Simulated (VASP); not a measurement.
Input of a VASP 6.6.1 run:

Contents of INCAR:

```
SYSTEM = TiH2
PREC = Accurate ; ENCUT = 520
EDIFF = 1E-6 ; ISMEAR = 0
SIGMA = 0.1 ; LREAL = .False.
LASPH = .True. ; NELM = 60
ALGO = Normal ; ISIF = 2
LWAVE = .False. ; LCHARG = .True.
GGA = PS ; LELF = .True.
LVHAR = .True. ; NBANDS = 14
```

The input KPOINTS:

```
Automatic mesh
0
Gamma
  18 18 18
  0 0 0
```

Contents of POSCAR:

```
TiH2
1.0
   -1.5880572589      1.5880572589      2.0697220062
    1.5880572589     -1.5880572589      2.0697220062
    1.5880572589      1.5880572589     -2.0697220062
Ti H
1 2
Direct
    0.0000000000      0.0000000000      0.0000000000
    0.7500000000      0.2500000000      0.5000000000
    0.2500000000      0.7500000000      0.5000000000
```

Potentials or basis: VASP PAW PBE potentials, release 64 (Ti_sv, H).

Command:

```bash
$ cat potpaw_PBE.64/Ti_sv/POTCAR potpaw_PBE.64/H/POTCAR > POTCAR
$ mpirun -np 1 vasp_std > vasp.out
```

Predict the band gap on the k mesh.

zero (bands 7 and 8 overlap by 0.71 eV).

Predict the pressure.

0.0 GPa.

Caveat: the PAW data sets were made with another functional, which shifts forces and pressure a little.
